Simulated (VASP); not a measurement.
# PtS2 (P-3m1) in VASP: a series of runs, part 2 of 2

VASP 6.6.1. Earlier steps stand in the parts before.

### Step 5. Single point, r2SCAN

This run uses another cell than the first one, of 17.90 Å³/atom, 0.980 times its volume.

POSCAR reads:

```
PtS2
1.0
    3.5194194177      0.0000000000      0.0000000000
   -1.7597097089      3.0479066223      0.0000000000
    0.0000000000      0.0000000000      5.0049815314
Pt S
1 2
Direct
    0.0000000000      0.0000000000      0.0000000000
    0.6666666667      0.3333333333      0.7730000000
    0.3333333333      0.6666666667      0.2270000000
```

INCAR.step1 reads:

```
SYSTEM = PtS2
  PREC = Accurate
  ENCUT = 520
  ISMEAR = -1
  SIGMA = 0.05
  LREAL = .False.
  LASPH = .True.
  NELM = 60
  NBANDS = 18
  GGA = PE
  ALGO = Normal
  EDIFF = 1E-4
  LWAVE = .True.
  LCHARG = .False.
```

INCAR.step2 reads:

```
SYSTEM = PtS2
  PREC = Accurate
  ENCUT = 520
  EDIFF = 1E-6
  ISMEAR = -1
  SIGMA = 0.05
  LREAL = .False.
  LASPH = .True.
  NELM = 60
  ALGO = Normal
  ISIF = 2
  LWAVE = .False.
  LCHARG = .False.
  METAGGA = R2SCAN
  LMIXTAU = .True.
  NBANDS = 18
  ISTART = 1
```

KPOINTS reads:

```
Automatic mesh
0
Gamma
  9 9 5
  0 0 0
```

Potentials or basis: VASP PAW PBE potentials, release 64 (Pt, S).

Run with:

```console
cat potpaw_PBE.64/Pt/POTCAR potpaw_PBE.64/S/POTCAR > POTCAR
cp INCAR.step1 INCAR
mpirun -np 1 vasp_std > vasp.out
cp INCAR.step2 INCAR
mpirun -np 1 vasp_std > vasp.out
```

OUTCAR:

```text
SYSTEM = PtS2
   PREC = Accurate
   ENCUT = 520
   EDIFF = 1E-6
   ISMEAR = -1
   LREAL = .False.
   LASPH = .True.
   NELM = 60
   ISIF = 2
   METAGGA = R2SCAN
   ISTART = 1

 ion  position               nearest neighbor table
   1  0.000  0.000  0.000-   2 2.33   3 2.33   2 2.33   3 2.33   2 2.33   3 2.33
   2  0.667  0.333  0.773-   1 2.33   1 2.33   1 2.33
   3  0.333  0.667  0.227-   1 2.33   1 2.33   1 2.33

  LATTYP: Found a hexagonal cell.
 ALAT       =     3.5194194177
 C/A-ratio  =     1.4221043125

  Lattice vectors:
[... 677 lines left out ...]
      5       0.8006      2.00000
      6       1.2222      2.00000
[... 10 lines left out ...]
     17      15.9360      0.00000
     18      17.9558      0.00000

 [... further k-points ...]
[... 5 lines left out ...]
  --------------------------------------------------------------------------------------
  -------------------------------------------------------------------------------------
  Total        4.5171592      4.5171592      4.0272631     -0.0000000      0.0000000      0.0000000
  in kB      134.8033904    134.8033904    120.1836580     -0.0000000      0.0000000      0.0000000
  external PRESSURE =     129.9301462 kB  Pullay stress =       0.0000000 kB

 VOLUME and BASIS-vectors are now :
 -----------------------------------------------------------------------------
  energy-cutoff  :      520.00
  volume of cell :       53.69
      direct lattice vectors                 reciprocal lattice vectors
     3.519419418  0.000000000  0.000000000     0.284137774  0.164047020  0.000000000
    -1.759709709  3.047906622  0.000000000     0.000000000  0.328094041  0.000000000
     0.000000000  0.000000000  5.004981531     0.000000000  0.000000000  0.199800937

 POSITION                                       TOTAL-FORCE (eV/Angst)
 -----------------------------------------------------------------------------------
      0.00000      0.00000      0.00000         0.000000      0.000000      0.000000
      1.75971      1.01597      3.86885         0.000000     -0.000000     -1.537420
     -0.00000      2.03194      1.13613        -0.000000      0.000000      1.537420
 -----------------------------------------------------------------------------------
    total drift:                                0.000000     -0.000000      0.000000

  FREE ENERGIE OF THE ION-ELECTRON SYSTEM (eV)
  ---------------------------------------------------
  free  energy   TOTEN  =       -68.6643464539 eV

  energy  without entropy=      -68.6643457911  energy(sigma->0) =      -68.66434612
```

OUTCAR.step1:

```text
SYSTEM = PtS2
   PREC = Accurate
   ENCUT = 520
   ISMEAR = -1
   LREAL = .False.
   LASPH = .True.
   NELM = 60
[... 728 lines left out ...]
      0.00000      0.00000      0.00000        -0.000000      0.000000      0.000000
      1.75971      1.01597      3.86885         0.000000      0.000000     -1.535557
     -0.00000      2.03194      1.13613        -0.000000     -0.000000      1.535557
 -----------------------------------------------------------------------------------
    total drift:                                0.000000     -0.000000      0.000000

  FREE ENERGIE OF THE ION-ELECTRON SYSTEM (eV)
  ---------------------------------------------------
  free  energy   TOTEN  =       -15.1827012837 eV

  energy  without entropy=      -15.1826982170  energy(sigma->0) =      -15.18269975
```

Wall time 1.8 min (1 thread of Intel Xeon Platinum 8375C at 2.90GHz (Ice Lake), shared host); peak memory 0.21 GiB.

What came out:

```yaml
Free_energy: -68.6643 eV
Pressure: 13.0 GPa
Largest_force: 1.537 eV/Å
Band_gap_on_the_k_mesh: 1.22 eV, indirect (least direct gap 1.28 eV)
```

Forces in eV/Å, atoms in the order of the input:
```
Pt   0.000  0.000  0.000
S    0.000  0.000 -1.537
S    0.000  0.000  1.537
```

Stress tensor (GPa, compression positive):
```
13.48  0.00  0.00
 0.00 13.48  0.00
 0.00  0.00 12.02
```

Caveat: the PAW data sets were made with another functional, which shifts forces and pressure a little; spin-orbit coupling is left out, which moves the levels of the heavy elements. r2SCAN opens gaps a little over a GGA but as a rule still falls short of measured ones.

### Step 6. Summary

| task | level | cell | cutoff (eV) | gap on the mesh (eV) | pressure (GPa) | largest force (eV/Å) |
| --- | --- | --- | --- | --- | --- | --- |
| relaxation of cell and atoms | PBE | relaxed to 30 GPa from a = 3.543, b = 3.543, c = 5.039 Å, angles 90.0, 90.0, 120.0°, 3 atoms | 600 | none | 30.0 | - |
| single point | r2SCAN | a = 3.471, b = 3.471, c = 4.936 Å, angles 90.0, 90.0, 120.0°, 3 atoms | 520 | 1.27 | 21.9 | 2.28 |
| single point | r2SCAN | a = 3.495, b = 3.495, c = 4.971 Å, angles 90.0, 90.0, 120.0°, 3 atoms | 520 | 1.24 | 17.2 | 1.89 |
| single point | r2SCAN | a = 3.519, b = 3.519, c = 5.005 Å, angles 90.0, 90.0, 120.0°, 3 atoms | 520 | 1.22 | 13.0 | 1.54 |

Alike in all rows: potentials or basis VASP PAW PBE potentials, release 64 (Pt, S); no spin polarisation; k mesh 9 × 9 × 5; smearing fermi-dirac 0.05 eV.

Caveats: spin-orbit coupling is left out, which moves the levels of the heavy elements; the PAW data sets were made with another functional, which shifts forces and pressure a little (some runs); the cell is relaxed towards a set pressure, so the enthalpy falls and the energy may rise (some runs); the volume moved by over 15 % at a fixed basis, so the end points are rough (some runs).

Total energies depend on the potentials used, so only differences within one code and one set of settings carry meaning.
